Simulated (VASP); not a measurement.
A run of VASP 6.6.1 is set up as follows.

File INCAR:

```
PREC = Accurate ; ENCUT = 520
EDIFF = 1E-6 ; ISMEAR = 0
SIGMA = 0.15 ; LREAL = False
LASPH = True ; NELM = 60
ALGO = Fast ; ISIF = 2
LWAVE = False ; LCHARG = False
GGA = PS ; NBANDS = 18
```

KPOINTS

```
Automatic mesh
0
Gamma
  24 24 14
```

POSCAR

```
Cu
1.0
    2.6055169476      0.0000000000      0.0000000000
   -1.3027584738      2.2564438667      0.0000000000
    0.0000000000      0.0000000000      3.8902002758
Cu
2
Direct
    0.3333333333      0.6666666667      0.2500000000
    0.6666666667      0.3333333333      0.7500000000
```

Potentials or basis: VASP PAW PBE potentials, release 64 (Cu).

Command:

```sh
$ cat potpaw_PBE.64/Cu/POTCAR > POTCAR
$ mpirun -np 1 vasp_std > vasp.out
```

(1) What does it give for the pressure?

(2) Predict the band gap on the k mesh.

## Answers

(1) 0.5 GPa.

(2) zero (bands 11 and 12 overlap by 5.62 eV).

Caveat: the PAW data sets were made with another functional, which shifts forces and pressure a little.
